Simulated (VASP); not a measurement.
Wanted: the native input for a VASP 6.6.1 run.

```
Task                   : single point
Functional             : r2SCAN
Potentials or basis    : VASP PAW PBE potentials, release 64 (Pd, Os)
Cutoff                 : 520 eV
k mesh                 : 6 × 6 × 6
Occupations            : gaussian, width 0.1 eV
Spin                   : no spin polarisation
Dipole correction      : no
Further INCAR settings : ALGO = Normal; EDIFF = 1e-06; NBANDS = 16
```

The system is OsPd.

```
Pd Os
1.0
     3.07354    0.00000    0.00000
     0.00000    3.07354    0.00000
     0.00000    0.00000    3.07354
Pd Os
1 1
Direct
  0.50000 0.50000 0.50000
  0.00000 0.00000 0.00000
```

One way to write it, as run:

POSCAR

```
OsPd
1.0
    3.0735378976      0.0000000000      0.0000000000
    0.0000000000      3.0735378976      0.0000000000
    0.0000000000      0.0000000000      3.0735378976
Pd Os
1 1
Direct
    0.5000000000      0.5000000000      0.5000000000
    0.0000000000      0.0000000000      0.0000000000
```

INCAR.step1

```
  ALGO = Normal
  EDIFF = 1E-4
  ENCUT = 520
  GGA = PE
  ISMEAR = 0
  LASPH = T
  LCHARG = F
  LREAL = F
  LWAVE = T
  NBANDS = 16
  NELM = 100
  PREC = Accurate
  SIGMA = 0.1
```

INCAR.step2

```
  ALGO = Normal
  EDIFF = 1E-6
  ENCUT = 520
  ISIF = 2
  ISMEAR = 0
  ISTART = 1
  LASPH = T
  LCHARG = T
  LELF = T
  LMIXTAU = T
  LREAL = F
  LVHAR = T
  LWAVE = F
  METAGGA = R2SCAN
  NBANDS = 16
  NELM = 100
  PREC = Accurate
  SIGMA = 0.1
```

KPOINTS

```
k-points
0
Gamma
  6 6 6
```

Potentials or basis: VASP PAW PBE potentials, release 64 (Pd, Os).

Launch:

```console
$ cat potpaw_PBE.64/Pd/POTCAR potpaw_PBE.64/Os/POTCAR > POTCAR
$ cp INCAR.step1 INCAR
$ mpirun -np 1 vasp_std > vasp.out
$ cp INCAR.step2 INCAR
$ mpirun -np 1 vasp_std > vasp.out
```

It gave:

| Item | Value |
| --- | --- |
| Pressure | 0.7 GPa |
| Band gap on the k mesh | zero (bands 9 and 10 overlap by 1.88 eV) |

Caveat: the PAW data sets were made with another functional, which shifts forces and pressure a little; spin-orbit coupling is left out, which moves the levels of the heavy elements.

Run time: 29 s on 1 thread of AMD EPYC 7R13 Processor (Zen 3), on a shared host, peak memory 0.12 GiB.
